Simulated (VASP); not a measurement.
A run of VASP 6.6.1 is set up as follows.

INCAR

```
SYSTEM = Cs
  PREC = Accurate
  ENCUT = 520
  EDIFF = 1E-6
  ISMEAR = 0
  SIGMA = 0.15
  LREAL = .FALSE.
  LASPH = .TRUE.
  NELM = 80
  ALGO = Fast
  ISIF = 2
  LWAVE = .FALSE.
  LCHARG = .FALSE.
  NBANDS = 10
```

The input KPOINTS:

```
regular mesh
0
G
  10 10 10
  0 0 0
```

Contents of POSCAR:

```
Cs
1.0
    0.1109482343      3.9483357400      3.9483357400
    4.0592839743      0.0000000000      4.0592839743
    3.9483357400      3.9483357400      0.1109482343
Cs
1
Direct
    0.0000000000      0.0000000000      0.0000000000
```

Potentials or basis: VASP PAW LDA potentials, release 64 (Cs_sv).

The run is started by

```sh
$ cat potpaw_LDA.64/Cs_sv/POTCAR > POTCAR
$ mpirun -np 1 vasp_std > vasp.out
```

Q: Estimate the pressure.

A: -0.4 GPa.

Q: What does it give for the band gap on the k mesh?

A: Zero (an odd number of electrons rules out a gap without spin polarisation).

Caveat: the cell differs from its parent crystal (strain +0.0562 x Voigt [0, 0, 0, 0, 1, 0]); spin-orbit coupling is left out, which moves the levels of the heavy elements.
